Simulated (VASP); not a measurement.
Here is a VASP 6.6.1 calculation.

File INCAR:

```
PREC = Accurate
ENCUT = 520
EDIFF = 1E-6
ISMEAR = 0
SIGMA = 0.15
LREAL = False
LASPH = True
NELM = 60
ALGO = Normal
ISIF = 2
LWAVE = False
LCHARG = False
GGA = PS
NBANDS = 16
```

The input KPOINTS:

```
regular mesh
0
Gamma
  18 18 12
```

Contents of POSCAR:

```
Ir
1.0
    2.7513778946      0.0000000000      0.0000000000
   -1.3756889473      2.3827631521      0.0000000000
    0.0000000000      0.0000000000      4.4622900000
Ir
2
Direct
    0.6666666667      0.3333333333      0.7500000000
    0.3333333333      0.6666666667      0.2500000000
```

Potentials or basis: VASP PAW PBE potentials, release 64 (Ir).

The run is started by

```sh
$ cat potpaw_PBE.64/Ir/POTCAR > POTCAR
$ mpirun -np 1 vasp_std > vasp.out
```

Problem. Predict the pressure.

Solution. -11.7 GPa.

Problem. Estimate the band gap on the k mesh.

Solution. Zero (band 9 reaches 10.71 eV, above the bottom of band 10 at 7.54 eV).

Stress tensor (GPa, compression positive):
```
-11.67   0.00   0.00
  0.00 -11.67   0.00
  0.00   0.00 -11.87
```

Caveat: the PAW data sets were made with another functional, which shifts forces and pressure a little; spin-orbit coupling is left out, which moves the levels of the heavy elements.
